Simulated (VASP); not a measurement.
AlN: relaxation of cell and atoms with PBE

Crystal: AlN.

```
CELL_PARAMETERS angstrom
-3.10057 3.60801 2.52678
3.10057 -3.60801 2.52678
3.10057 3.60801 -2.52678
ATOMIC_POSITIONS crystal
Al 0.34491 0.39600 0.74091
Al 0.15509 0.89600 0.05110
Al 0.84491 0.10400 0.94890
Al 0.65509 0.60400 0.25909
Al 0.75000 0.25000 0.50000
Al 0.25000 0.75000 0.50000
N 0.34491 0.10400 0.44890
N 0.15509 0.60400 0.75909
N 0.25000 0.25000 0.00000
N 0.75000 0.75000 0.00000
N 0.84491 0.39600 0.24091
N 0.65509 0.89600 0.55110
```

The cell was built from a structure type or drawn by symmetry, and may not be a known phase.

| Property | Result |
| --- | --- |
| Program | VASP 6.6.1 |
| Task | relaxation of cell and atoms |
| Functional | PBE |
| Potentials or basis | VASP PAW PBE potentials, release 64 (Al, N) |
| Cutoff | 600 eV |
| k mesh | 4 × 4 × 4 |
| Occupations | gaussian, width 0.1 eV |
| Spin | no spin polarisation |
| Dipole correction | no |
| Further INCAR settings | ALGO = Normal; EDIFF = 1e-07; IBRION = 2; EDIFFG = -0.04; NSW = 90; ISIF = 3 |

The relaxed volume is 10.83 Å³/atom. The relaxed cell is a = 5.679 Å, b = 5.679 Å, c = 5.679 Å, α = 118.71°, β = 90.49°, γ = 120.74°, the space group after relaxing (to 0.1 Å) is Ibam (No. 72) and the energy gained by relaxing is 268.0 meV/atom. The ionic steps are 15. The pressure after relaxing is 0.1 GPa, the largest force after relaxing is 0.036 eV/Å and the band gap on the k mesh is 2.70 eV.

Forces on the atoms (eV/Å):
```
Al  -0.025  0.011  0.000
Al  -0.025 -0.011  0.000
Al   0.025  0.011  0.000
Al   0.025 -0.011  0.000
Al   0.000  0.000  0.000
Al   0.000  0.000  0.000
N   -0.003  0.036  0.000
N   -0.003 -0.036  0.000
N    0.000  0.000  0.000
N    0.000  0.000  0.000
N    0.003  0.036  0.000
N    0.003 -0.036  0.000
```

Stress tensor (GPa, compression positive):
```
0.18 0.00 0.00
0.00 0.22 0.00
0.00 0.00 0.00
```

Step by step:
| step | energy change (eV) | largest force (eV/Å) | pressure (GPa) | volume (Å³) |
| --- | --- | --- | --- | --- |
| 1 | 0.0000 | 1.3793 | 37.76 | 113.07 |
| 2 | -0.9242 | 1.7056 | -21.38 | 153.11 |
| 3 | -2.4739 | 1.4993 | -2.87 | 133.18 |
| 4 | -2.8959 | 0.6979 | -2.28 | 133.57 |
| 5 | -2.8978 | 0.8330 | -2.23 | 133.59 |
| 6 | -3.1270 | 0.4435 | 0.14 | 130.94 |
| 7 | -3.1502 | 0.6625 | 1.29 | 129.81 |
| 8 | -3.1909 | 0.4922 | -0.14 | 130.25 |
| 9 | -3.1999 | 0.2245 | 0.24 | 130.12 |
| 10 | -3.2082 | 0.1124 | -0.32 | 130.46 |
| 11 | -3.2086 | 0.1249 | -0.48 | 130.55 |
| 12 | -3.2137 | 0.0875 | 0.00 | 130.14 |
| 13 | -3.2145 | 0.1055 | 0.30 | 129.89 |
| 14 | -3.2156 | 0.0815 | 0.05 | 130.02 |
| 15 | -3.2160 | 0.0361 | 0.14 | 129.97 |

Final structure:
```yaml
crystal:
  lattice:
    - [-2.89451, 3.99832, 2.80767]
    - [2.89451, -3.99832, 2.80767]
    - [2.89451, 3.99832, -2.80767]
  atoms:
    - { symbol: Al, position: [0.35125, 0.41067, 0.76192] }
    - { symbol: Al, position: [0.14875, 0.91067, 0.05942] }
    - { symbol: Al, position: [0.85125, 0.08933, 0.94058] }
    - { symbol: Al, position: [0.64875, 0.58933, 0.23808] }
    - { symbol: Al, position: [0.75000, 0.25000, 0.50000] }
    - { symbol: Al, position: [0.25000, 0.75000, 0.50000] }
    - { symbol: N, position: [0.34386, 0.08767, 0.43153] }
    - { symbol: N, position: [0.15614, 0.58767, 0.74381] }
    - { symbol: N, position: [0.25000, 0.25000, 0.00000] }
    - { symbol: N, position: [0.75000, 0.75000, 0.00000] }
    - { symbol: N, position: [0.84386, 0.41233, 0.25619] }
    - { symbol: N, position: [0.65614, 0.91233, 0.56847] }
```

Levels at points of the mesh, in eV from the valence-band top:
| k point | band 21 | band 22 | band 23 | band 24 | band 25 | band 26 | band 27 | band 28 |
| --- | --- | --- | --- | --- | --- | --- | --- | --- |
| (0.00, 0.00, 0.00) | -1.03 | -0.92 | -0.68 | 0.00 | 2.70 | 5.10 | 6.01 | 6.04 |
| (0.50, 0.00, 0.00) | -1.49 | -1.49 | -1.28 | -1.28 | 5.27 | 5.27 | 5.49 | 5.49 |
| (0.00, 0.50, 0.00) | -1.45 | -1.45 | -0.67 | -0.67 | 4.72 | 4.72 | 5.66 | 5.66 |
| (0.50, 0.50, 0.00) | -1.37 | -1.27 | -1.11 | -0.89 | 4.72 | 4.94 | 5.20 | 5.29 |
| (0.50, 0.50, 0.50) | -1.45 | -1.19 | -0.92 | -0.26 | 4.69 | 4.74 | 5.28 | 5.55 |

Wall time 12 min on 1 thread of Intel(R) Xeon(R) Platinum 8488C (Sapphire Rapids), with other jobs on the host, peak memory 0.35 GiB.
